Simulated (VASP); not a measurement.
# SnSe (Fm-3m) in VASP: notebook

SnSe is run at these levels: LDA; tasks: single point.

Everything below comes from runs of VASP 6.6.1. Logs are shortened: lines on timing, memory, paths and dates and some standing lists are left out, and cuts for length are marked.

## 1. The cell of the first run

The structure is cubic, space group Fm-3m (No. 225). Conventional cell: a = 6.020 Å, b = 6.020 Å, c = 6.020 Å, α = 90.00°, β = 90.00°, γ = 90.00°. Within 4.0 Å of Sn (site symmetry m-3m) lie 6 Se at 3.01 Å. Se (site symmetry m-3m) has 6 Sn at 3.01 Å within 4.0 Å.

## 2. Single point, LDA

File INCAR:

```
ALGO = Normal
EDIFF = 1E-6
ENCUT = 520
GGA = CA
ISIF = 2
ISMEAR = 0
LASPH = T
LCHARG = T
LELF = T
LREAL = F
LVHAR = T
LWAVE = F
NBANDS = 17
NELM = 100
PREC = Accurate
SIGMA = 0.01
```

File KPOINTS:

```
k-points
0
Gamma
  6 6 6
```

File POSCAR:

```
SnSe
1.0
    0.0000000000      3.0100000000      3.0100000000
    3.0100000000      0.0000000000      3.0100000000
    3.0100000000      3.0100000000      0.0000000000
Sn Se
1 1
Direct
    0.0000000000      0.0000000000      0.0000000000
    0.5000000000      0.5000000000      0.5000000000
```

Potentials or basis: VASP PAW LDA potentials, release 64 (Sn_d, Se).

Started as:

```sh
cat potpaw_LDA.64/Sn_d/POTCAR potpaw_LDA.64/Se/POTCAR > POTCAR
mpirun -np 1 vasp_std > vasp.out
```

OUTCAR:

```text
EDIFF = 1E-6
   ENCUT = 520
   GGA = CA
   ISIF = 2
   ISMEAR = 0
   LASPH = T
   LREAL = F
   NELM = 100
   PREC = Accurate

 ion  position               nearest neighbor table
   1  0.000  0.000  0.000-   2 3.01   2 3.01   2 3.01   2 3.01   2 3.01   2 3.01
   2  0.500  0.500  0.500-   1 3.01   1 3.01   1 3.01   1 3.01   1 3.01   1 3.01

  LATTYP: Found a face centered cubic cell.
 ALAT       =     6.0200000000

  Lattice vectors:

 A1 = (   0.0000000000,   3.0100000000,   3.0100000000)
 A2 = (   3.0100000000,   0.0000000000,   3.0100000000)
 A3 = (   3.0100000000,   3.0100000000,   0.0000000000)

Analysis of symmetry for initial positions (statically):
=====================================================================
 Subroutine PRICEL returns:
 Original cell was already a primitive cell.

 Routine SETGRP: Setting up the symmetry group for a
 face centered cubic supercell.

 Subroutine GETGRP returns: Found 48 space group operations
 (whereof 48 operations were pure point group operations)
 out of a pool of 48 trial point group operations.

The static configuration has the point symmetry O_h .

Analysis of symmetry for dynamics (positions and initial velocities):
=====================================================================
 Subroutine PRICEL returns:
 Original cell was already a primitive cell.

 Routine SETGRP: Setting up the symmetry group for a
 face centered cubic supercell.

 Subroutine GETGRP returns: Found 48 space group operations
 (whereof 48 operations were pure point group operations)
 out of a pool of 48 trial point group operations.

The dynamic configuration has the point symmetry O_h .

 Subroutine INISYM returns: Found 48 space group operations
 (whereof 48 operations are pure point group operations),
 and found     1 'primitive' translations

----------------------------------------------------------------------------------------

                                     Primitive cell

  volume of cell :      54.5418

  direct lattice vectors                    reciprocal lattice vectors
     0.000000000  3.010000000  3.010000000    -0.166112957  0.166112957  0.166112957
     3.010000000  0.000000000  3.010000000     0.166112957 -0.166112957  0.166112957
     3.010000000  3.010000000  0.000000000     0.166112957  0.166112957 -0.166112957

  length of vectors
     4.256782823  4.256782823  4.256782823     0.287716081  0.287716081  0.287716081

  position of ions in fractional coordinates (direct lattice)
     0.000000000  0.000000000  0.000000000
     0.500000000  0.500000000  0.500000000

  ion indices of the primitive-cell ions
   primitive index   ion index
                 1           1
                 2           2

----------------------------------------------------------------------------------------

 KPOINTS: k-points

Automatic generation of k-mesh.
 Grid dimensions read from file:
 generate k-points for:    6    6    6

 Generating k-lattice:

  Cartesian coordinates                     Fractional coordinates (reciprocal lattice)
    -0.027685493  0.027685493  0.027685493     0.166666667  0.000000000  0.000000000
     0.027685493 -0.027685493  0.027685493     0.000000000  0.166666667  0.000000000
     0.027685493  0.027685493 -0.027685493     0.000000000  0.000000000  0.166666667

  Length of vectors
     0.047952680  0.047952680  0.047952680

  Shift w.r.t. Gamma in fractional coordinates (k-lattice)
     0.000000000  0.000000000  0.000000000

 Subroutine IBZKPT returns following result:
 ===========================================

 Found     16 irreducible k-points:

 Following reciprocal coordinates:
            Coordinates               Weight
  0.000000  0.000000  0.000000      1.000000
  0.166667  0.000000  0.000000      8.000000
  0.333333  0.000000  0.000000      8.000000
  0.500000  0.000000  0.000000      4.000000
  0.166667  0.166667  0.000000      6.000000
  0.333333  0.166667  0.000000     24.000000
[... 8 lines left out ...]
 -0.333333  0.333333  0.166667     24.000000
 -0.333333  0.500000  0.166667     12.000000
   k-points           NKPTS =     16   k-points in BZ     NKDIM =     16   number of bands    NBANDS=     17
   number of dos      NEDOS =    301   number of ions     NIONS =      2
   total plane-waves  NPLWV =  32768
   dimension x,y,z NGX =    32 NGY =   32 NGZ =   32
   dimension x,y,z NGXF=    64 NGYF=   64 NGZF=   64
   ions per type =               1   1
   NGX,Y,Z   is equivalent  to a cutoff of  12.50, 12.50, 12.50 a.u.
   NGXF,Y,Z  is equivalent  to a cutoff of  24.99, 24.99, 24.99 a.u.
 SYSTEM =  unknown system
   PREC   = accura    normal or accurate (medium, high low for compatibility)
   ISTART =      0    job   : 0-new  1-cont  2-samecut
   ICHARG =      2    charge: 1-file 2-atom 10-const
   ISPIN  =      1    spin polarized calculation?
   LNONCOLLINEAR =      F non collinear calculations
   LSORBIT =      F    spin-orbit coupling
   LASPH  =      T    aspherical Exc in radial PAW
   ENCUT  =  520.0 eV  38.22 Ry    6.18 a.u.   7.91  7.91  7.91*2*pi/ulx,y,z
   NELM   =    100;   NELMIN=  2; NELMDL= -5     # of ELM steps
   EDIFF  = 0.1E-05   stopping-criterion for ELM
   LREAL  =      F    real-space projection
   EDIFFG = 0.1E-04   stopping-criterion for IOM
   NSW    =      0    number of steps for IOM
   IBRION =     -1    ionic relax: 0-MD 1-quasi-New 2-CG
   NFREE  =      0    steps in history (QN), initial steepest desc. (CG)
   ISIF   =      2    stress and relaxation
   ISYM   =      2    0-nonsym 1-usesym 2-fastsym
   POTIM  = 0.5000    time-step for ionic-motion
   TEBEG  =    0.0;   TEEND  =   0.0 temperature during run
   PSTRESS=    0.0 pullay stress
   NELECT =      20.0000    total number of electrons
   NUPDOWN=      -1.0000    fix difference up-down
   EMIN   =  10.00;   EMAX   =-10.00  energy-range for DOS
   EFERMI =   0.00;   METHOD = LEGACY
   ISMEAR =     0;   SIGMA  =   0.01  broadening in eV -4-tet -1-fermi 0-gaus
   EFERMI_NEDOS =   21; number of points for ismear=-14 and -15
   IALGO  =     38    algorithm
   IMIX   =      4    mixing-type and parameters
     AMIX     =   0.40;   BMIX     =  1.00
     AMIX_MAG =   1.60;   BMIX_MAG =  1.00
  volume/ion in A,a.u.               =      27.27       184.03
  Fermi-wavevector in a.u.,A,eV,Ry     =   1.171768  2.214321 18.681350  1.373040
  Thomas-Fermi vector in A             =   2.308207
   LORBIT       =      0    0 simple, 1 ext, 2 COOP (PROOUT), +10 PAW based schemes
   GGA     = CA    functional components
   LHFCALC =     F    Hartree Fock is set to
   AEXX    =    0.0000 exact exchange contribution
   IVDW    =     0    specifies the selected vdW correction
   LEPSILON=     F    determine dielectric tensor
   LRPA    =     F    only Hartree local field effects (RPA)
 non-spin polarized calculation
 Gauss-broadening in eV      SIGMA  =   0.01
  energy-cutoff  :      520.00
  volume of cell :       54.54
 maximum number of plane-waves:      1484
   NGX = 15   NGY = 15   NGZ = 15

 number of electron      20.0000006 magnetization

 Free energy of the ion-electron system (eV)
  ---------------------------------------------------
  ext. energy  EPLUGINS =         0.00000000
  ---------------------------------------------------
  free energy    TOTEN  =        -9.49320418 eV

  energy without entropy =       -9.49320418  energy(sigma->0) =       -9.49320418

 E-fermi :   5.3742     XC(G=0):  -9.8862

 val. band max:        5.3221689138   @ k =   0.5000   0.0000   0.0000
 cond. band min:       5.9449391507   @ k =   0.5000   0.0000   0.0000
 fundamental gap:      0.6227702369
 Fermi energy:         5.3741997792

 k-point     1 :       0.0000    0.0000    0.0000
  band No.  band energies     occupation
      1     -16.0805      2.00000
      2     -16.0805      2.00000
      3     -16.0780      2.00000
      4     -16.0780      2.00000
      5     -16.0780      2.00000
      6      -8.4607      2.00000
[... 9 lines left out ...]
     16      11.2849      0.00000
     17      13.5711      0.00000

 k-point     2 :       0.1667    0.0000    0.0000
  band No.  band energies     occupation
      1     -16.0821      2.00000
      2     -16.0821      2.00000
      3     -16.0774      2.00000
      4     -16.0751      2.00000
      5     -16.0751      2.00000
      6      -8.2700      2.00000
[... 9 lines left out ...]
     16      11.9102      0.00000
     17      15.2587      0.00000

 k-point     3 :       0.3333    0.0000    0.0000
  band No.  band energies     occupation
      1     -16.0861      2.00000
      2     -16.0861      2.00000
      3     -16.0761      2.00000
      4     -16.0685      2.00000
      5     -16.0685      2.00000
      6      -7.8134      2.00000
[... 9 lines left out ...]
     16      13.5418      0.00000
     17      17.1461      0.00000

 k-point     4 :       0.5000    0.0000    0.0000
  band No.  band energies     occupation
      1     -16.0882      2.00000
      2     -16.0882      2.00000
      3     -16.0756      2.00000
      4     -16.0652      2.00000
      5     -16.0652      2.00000
      6      -7.5261      2.00000
[... 9 lines left out ...]
     16      15.6413      0.00000
     17      15.6413      0.00000

 k-point     5 :       0.1667    0.1667    0.0000
  band No.  band energies     occupation
      1     -16.0858      2.00000
      2     -16.0797      2.00000
      3     -16.0785      2.00000
      4     -16.0737      2.00000
      5     -16.0737      2.00000
      6      -8.2064      2.00000
[... 9 lines left out ...]
     16      12.9567      0.00000
     17      13.9777      0.00000

 k-point     6 :       0.3333    0.1667    0.0000
  band No.  band energies     occupation
      1     -16.0909      2.00000
      2     -16.0801      2.00000
      3     -16.0790      2.00000
      4     -16.0696      2.00000
      5     -16.0675      2.00000
      6      -7.8354      2.00000
[... 9 lines left out ...]
     16      14.4520      0.00000
     17      16.0176      0.00000

 k-point     7 :       0.5000    0.1667    0.0000
  band No.  band energies     occupation
      1     -16.0926      2.00000
      2     -16.0839      2.00000
      3     -16.0750      2.00000
      4     -16.0677      2.00000
      5     -16.0643      2.00000
      6      -7.4651      2.00000
[... 9 lines left out ...]
     16      15.8103      0.00000
     17      16.1441      0.00000

 k-point     8 :      -0.3333    0.1667    0.0000
  band No.  band energies     occupation
      1     -16.0892      2.00000
      2     -16.0856      2.00000
      3     -16.0740      2.00000
      4     -16.0677      2.00000
      5     -16.0675      2.00000
      6      -7.5603      2.00000
[... 9 lines left out ...]
     16      14.7744      0.00000
     17      16.4687      0.00000

 k-point     9 :      -0.1667    0.1667    0.0000
  band No.  band energies     occupation
      1     -16.0845      2.00000
      2     -16.0840      2.00000
      3     -16.0766      2.00000
      4     -16.0733      2.00000
      5     -16.0698      2.00000
      6      -7.9864      2.00000
[... 9 lines left out ...]
     16      14.0048      0.00000
     17      14.6800      0.00000

 k-point    10 :       0.3333    0.3333    0.0000
  band No.  band energies     occupation
      1     -16.1003      2.00000
      2     -16.0831      2.00000
      3     -16.0746      2.00000
      4     -16.0646      2.00000
      5     -16.0646      2.00000
      6      -7.6074      2.00000
[... 9 lines left out ...]
     16      15.9534      0.00000
     17      16.3372      0.00000

 k-point    11 :       0.5000    0.3333    0.0000
  band No.  band energies     occupation
      1     -16.1034      2.00000
      2     -16.0813      2.00000
      3     -16.0760      2.00000
      4     -16.0633      2.00000
      5     -16.0619      2.00000
      6      -7.3277      2.00000
[... 9 lines left out ...]
     16      16.5237      0.00000
     17      16.8919      0.00000

 k-point    12 :      -0.3333    0.3333    0.0000
  band No.  band energies     occupation
      1     -16.0975      2.00000
      2     -16.0806      2.00000
      3     -16.0742      2.00000
      4     -16.0676      2.00000
      5     -16.0643      2.00000
      6      -7.3022      2.00000
[... 9 lines left out ...]
     16      14.5084      0.00000
     17      16.9503      0.00000

 k-point    13 :       0.5000    0.5000    0.0000
  band No.  band energies     occupation
      1     -16.1094      2.00000
      2     -16.0848      2.00000
      3     -16.0727      2.00000
      4     -16.0600      2.00000
      5     -16.0600      2.00000
      6      -7.2501      2.00000
[... 9 lines left out ...]
     16      16.9728      0.00000
     17      18.0782      0.00000

 k-point    14 :       0.5000    0.3333    0.1667
  band No.  band energies     occupation
      1     -16.0956      2.00000
      2     -16.0803      2.00000
      3     -16.0777      2.00000
      4     -16.0667      2.00000
      5     -16.0649      2.00000
      6      -7.4961      2.00000
[... 9 lines left out ...]
     16      15.3660      0.00000
     17      15.8809      0.00000

 k-point    15 :      -0.3333    0.3333    0.1667
  band No.  band energies     occupation
      1     -16.0970      2.00000
      2     -16.0814      2.00000
      3     -16.0725      2.00000
      4     -16.0710      2.00000
      5     -16.0623      2.00000
      6      -7.3021      2.00000
[... 9 lines left out ...]
     16      16.8427      0.00000
     17      16.8505      0.00000

 k-point    16 :      -0.3333    0.5000    0.1667
  band No.  band energies     occupation
      1     -16.1030      2.00000
      2     -16.0787      2.00000
      3     -16.0772      2.00000
      4     -16.0664      2.00000
      5     -16.0600      2.00000
      6      -7.2284      2.00000
[... 9 lines left out ...]
     16      16.5857      0.00000
     17      18.1821      0.00000

------------------------ aborting loop because EDIFF is reached ----------------------------------------

  FORCE on cell =-STRESS in cart. coord.  units (eV):
  Direction    XX          YY          ZZ          XY          YZ          ZX
  --------------------------------------------------------------------------------------
  -------------------------------------------------------------------------------------
  Total       -1.2198681     -1.2198681     -1.2198681      0.0000000      0.0000000      0.0000000
  in kB      -35.8338920    -35.8338920    -35.8338920      0.0000000      0.0000000      0.0000000
  external PRESSURE =     -35.8338920 kB  Pullay stress =       0.0000000 kB

 VOLUME and BASIS-vectors are now :
 -----------------------------------------------------------------------------
  energy-cutoff  :      520.00
  volume of cell :       54.54
      direct lattice vectors                 reciprocal lattice vectors
     0.000000000  3.010000000  3.010000000    -0.166112957  0.166112957  0.166112957
     3.010000000  0.000000000  3.010000000     0.166112957 -0.166112957  0.166112957
     3.010000000  3.010000000  0.000000000     0.166112957  0.166112957 -0.166112957

 POSITION                                       TOTAL-FORCE (eV/Angst)
 -----------------------------------------------------------------------------------
      0.00000      0.00000      0.00000        -0.000000     -0.000000     -0.000000
      3.01000      3.01000      3.01000         0.000000      0.000000      0.000000
 -----------------------------------------------------------------------------------
    total drift:                                0.000000     -0.000000     -0.000000

  FREE ENERGIE OF THE ION-ELECTRON SYSTEM (eV)
  ---------------------------------------------------
  free  energy   TOTEN  =        -9.4932041776 eV

  energy  without entropy=       -9.4932041776  energy(sigma->0) =       -9.49320418
```

Run time: 7 s. Hardware: 1 thread of AMD EPYC 9R45 (Zen 5), shared host; peak memory 0.13 GiB.

What came out:

| Quantity | Value |
| --- | --- |
| Free energy | -9.4932 eV |
| Pressure | -3.6 GPa |
| Band gap on the k mesh | 0.62 eV, direct |

Caveat: spin-orbit coupling is left out, which moves the levels of the heavy elements.

## 3. Single point, LDA, non-collinear spin, zero start, spin-orbit coupling

File INCAR:

```
SYSTEM = SnSe
PREC     = Accurate       ! precision mode
ENCUT    = 520            ! plane-wave cutoff, eV
EDIFF    = 1E-6           ! SCF threshold, eV
ISMEAR   = 0              ! smearing method
SIGMA    = 0.01           ! smearing width, eV
LREAL    = .FALSE.        ! projectors in reciprocal space
LASPH    = .TRUE.         ! aspherical terms in the spheres
NELM     = 150            ! most SCF steps
ALGO     = Normal         ! electronic algorithm
ISIF     = 2              ! what is computed and relaxed
LWAVE    = .FALSE.        ! write WAVECAR
LCHARG   = .FALSE.        ! write CHGCAR
MAGMOM   = 0 0 0 0 0 0    ! initial moments
LORBIT   = 11             ! projections on sites
LSORBIT  = .TRUE.         ! spin-orbit coupling
GGA_COMPAT= .FALSE.      
LORBMOM  = .TRUE.       
GGA      = CA             ! functional
NBANDS   = 32             ! bands
```

File KPOINTS:

```
regular mesh
0
G
  6 6 6
  0 0 0
```

POSCAR is that of step 2.

Potentials or basis: VASP PAW LDA potentials, release 64 (Sn_d, Se).

Started as:

```sh
cat potpaw_LDA.64/Sn_d/POTCAR potpaw_LDA.64/Se/POTCAR > POTCAR
mpirun -np 1 vasp_ncl > vasp.out
```

Run time: 28 s. Hardware: 1 thread of AMD EPYC 9R45 (Zen 5), shared host; peak memory 0.23 GiB.

Results (log left out):

- Free energy: -9.5618 eV
- Pressure: -3.6 GPa
- Net moment: 0.00 μB per cell
- Valence electrons inside the program's atomic spheres: Sn 12.06; Se 3.79

Moments on the atoms (μB; x, y, z):
```
Sn  0.00 0.00 0.00
Se  0.00 0.00 0.00
```
